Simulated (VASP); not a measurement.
Runs of VASP 6.6.1 on CO2. The structure is that of space group I-42d (No. 122), or close to it. The cells are those of the table. 

```tsv
level	cell	k mesh	smearing	gap on the mesh (eV)	pressure (GPa)	largest force (eV/Å)
PBE	a = 4.100 Å, angles 122.2, 122.2, 86.3°, 6 atoms	10 × 10 × 10	gaussian 0.05 eV	7.64	1.4	0.08
PBE	a = 4.121 Å, angles 121.9, 121.9, 86.7°, 6 atoms	10 × 10 × 10	gaussian 0.05 eV	7.60	-1.3	0.07
PBE	a = 4.055 Å, angles 122.6, 122.6, 85.6°, 6 atoms	10 × 10 × 10	gaussian 0.05 eV	7.69	7.7	0.09
PBE	a = 4.077 Å, angles 122.4, 122.4, 86.0°, 6 atoms	10 × 10 × 10	gaussian 0.05 eV	(a)	4.4	0.08
PBE	a = 4.100 Å, angles 122.2, 122.2, 86.3°, 6 atoms	10 × 10 × 10, shifted	gaussian 0.05 eV	7.70	1.4	0.08
RPBE	a = 4.100 Å, angles 122.2, 122.2, 86.3°, 6 atoms	10 × 10 × 10	gaussian 0.05 eV	7.77	(c)	(d)
PBE	a = 4.100 Å, angles 122.2, 122.2, 86.3°, 6 atoms	10 × 10 × 10, shifted	methfessel-paxton 0.005 eV	7.70	1.4	0.08
PBE	a = 4.143 Å, angles 121.7, 121.7, 87.0°, 6 atoms	10 × 10 × 10	gaussian 0.05 eV	(b)	-3.8	0.07
```

Alike in all rows: task single point; potentials or basis VASP PAW PBE potentials, release 64 (C, O); no spin polarisation; cutoff (eV) 520.

Problem. Fill in the values left out.

Solution. (a) 7.67; (b) 7.55; (c) 6.9; (d) 0.23.

Caveats: the PAW data sets were made with another functional, which shifts forces and pressure a little (some runs).

A k mesh can miss the band edges.
